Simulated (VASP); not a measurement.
Input of a VASP 6.6.1 run:

The input INCAR:

```
PREC = Accurate
ENCUT = 520
EDIFF = 1E-8
ISMEAR = -1
SIGMA = 0.05
LREAL = False
LASPH = True
NELM = 60
ALGO = Normal
ISIF = 2
LWAVE = False
LCHARG = False
GGA = PS
LEFG = True
NBANDS = 10
```

Contents of KPOINTS:

```
Automatic mesh
0
Gamma
  15 15 15
```

The input POSCAR:

```
Ir
1.0
    0.0000000000      1.9132795507      1.9132795507
    1.9132795507      0.0000000000      1.9132795507
    1.9132795507      1.9132795507      0.0000000000
Ir
1
Direct
    0.0000000000      0.0000000000      0.0000000000
```

Potentials or basis: VASP PAW PBE potentials, release 64 (Ir).

Launch:

```bash
$ cat potpaw_PBE.64/Ir/POTCAR > POTCAR
$ mpirun -np 1 vasp_std > vasp.out
```

Q: Predict the pressure.

A: 2.1 GPa.

Caveat: without QUAD_EFG the Cq values of the log hold for a quadrupole moment of 1 mb, not for the nuclei; the PAW data sets were made with another functional, which shifts forces and pressure a little.
